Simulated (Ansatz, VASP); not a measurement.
# Two plane-wave programs on Al8O11

The input INCAR:

```
ALGO = Normal
EDIFF = 1E-7
EDIFFG = -0.04
ENCUT = 600
GGA = PE
IBRION = 2
ISIF = 3
ISMEAR = 0
ISYM = 0
LASPH = True
LCHARG = False
LREAL = Auto
LWAVE = False
NELM = 60
NSW = 45
PREC = Accurate
SIGMA = 0.1
```

Contents of KPOINTS:

```
k-points
0
Gamma
  4 4 3
```

Contents of POSCAR:

```
Al8O11
1.0
   -2.3744801496     -4.1554312623      0.0126046988
    2.4104877843     -1.3926923594     -4.3692715387
    4.7853656647     -2.8045465677      4.3557798808
Al O
8 11
Direct
    0.4984641625      0.7960030074      0.8514772361
    0.0056149849      0.2947656614      0.3540460838
    0.4959486377      0.2047507488      0.6480740366
    0.0040293212      0.7093216102      0.1483547685
    0.5214697157      0.2139267467      0.1411113244
    0.9993936233      0.6997621630      0.6476621617
    0.4992653780      0.7990193215      0.3496748764
    0.9870294982      0.2944207537      0.8663573404
    0.3438070159      0.1514972119      0.9029377159
    0.8457848842      0.6497432257      0.3988483653
    0.3450954837      0.8466615491      0.5951051863
    0.3051612963      0.4995206660      0.2462576002
    0.8035473624      0.9977726528      0.7483505496
    0.6552953392      0.8428979726      0.0952365673
    0.1521742720      0.3484955902      0.5969141313
    0.1503956408      0.6527282292      0.9034907423
    0.6556717571      0.1530376848      0.4012758293
    0.6903426660      0.4994870275      0.7498650950
    0.1954704974      0.0018988823      0.2486010583
```

Input for Ansatz:

```yaml
crystal:
  lattice:
    - [-2.3744801496, -4.1554312623, 0.0126046988]
    - [2.4104877843, -1.3926923594, -4.3692715387]
    - [4.7853656647, -2.8045465677, 4.3557798808]
  atoms:
    - { symbol: Al, position: [0.4984641625, 0.7960030074, 0.8514772361] }
    - { symbol: Al, position: [0.0056149849, 0.2947656614, 0.3540460838] }
    - { symbol: Al, position: [0.4959486377, 0.2047507488, 0.6480740366] }
    - { symbol: Al, position: [0.0040293212, 0.7093216102, 0.1483547685] }
    - { symbol: Al, position: [0.5214697157, 0.2139267467, 0.1411113244] }
    - { symbol: Al, position: [0.9993936233, 0.699762163, 0.6476621617] }
    - { symbol: Al, position: [0.499265378, 0.7990193215, 0.3496748764] }
    - { symbol: Al, position: [0.9870294982, 0.2944207537, 0.8663573404] }
    - { symbol: O, position: [0.3438070159, 0.1514972119, 0.9029377159] }
    - { symbol: O, position: [0.8457848842, 0.6497432257, 0.3988483653] }
    - { symbol: O, position: [0.3450954837, 0.8466615491, 0.5951051863] }
    - { symbol: O, position: [0.3051612963, 0.499520666, 0.2462576002] }
    - { symbol: O, position: [0.8035473624, 0.9977726528, 0.7483505496] }
    - { symbol: O, position: [0.6552953392, 0.8428979726, 0.0952365673] }
    - { symbol: O, position: [0.152174272, 0.3484955902, 0.5969141313] }
    - { symbol: O, position: [0.1503956408, 0.6527282292, 0.9034907423] }
    - { symbol: O, position: [0.6556717571, 0.1530376848, 0.4012758293] }
    - { symbol: O, position: [0.690342666, 0.4994870275, 0.749865095] }
    - { symbol: O, position: [0.1954704974, 0.0018988823, 0.2486010583] }
  symmetry: { detect: false }
basis:
  ecutwfc: 420
kpoints:
  mp_grid: { grid: [4, 4, 3] }
hamiltonian:
  xc: pbe
scf:
  occupations: { method: gaussian, width: 0.1 }
  lower_state_search: "off"
output:
  forces: true
  stress: true
  eigenvalues: true
relax:
  adjacent_minimum: "off"
  f_tol: 0.04
  max_steps: 25
  cell: { stress_tol: 0.3 }
```

Alike in both runs: task relaxation of cell and atoms; functional PBE; k mesh 4 × 4 × 3; occupations gaussian, width 0.1 eV; no spin polarisation.

|  | VASP | Ansatz |
| --- | --- | --- |
| version | VASP 6.6.1 | Ansatz 0.2.0 |
| potentials or method | VASP PAW PBE potentials, release 64 (Al, O), cutoff 600 eV | scalar-relativistic, plane waves, PAW |
| valence electrons in the cell | 90 | 90 |

|  | VASP | Ansatz | Ansatz less VASP |
| --- | --- | --- | --- |
| gap on the k mesh at the Fermi level, each at its own relaxed structure (eV) | 3.60 | 3.60 | -0.002 |
| relaxed volume (Å³/atom) | 9.16 | 9.16 | 0.000 |
| relaxed cell length with the largest relative difference (Å) | 7.053 | 7.053 | 0.0000 |

Noted on VASP's run: the relaxation stopped at its first step, so nothing moved.
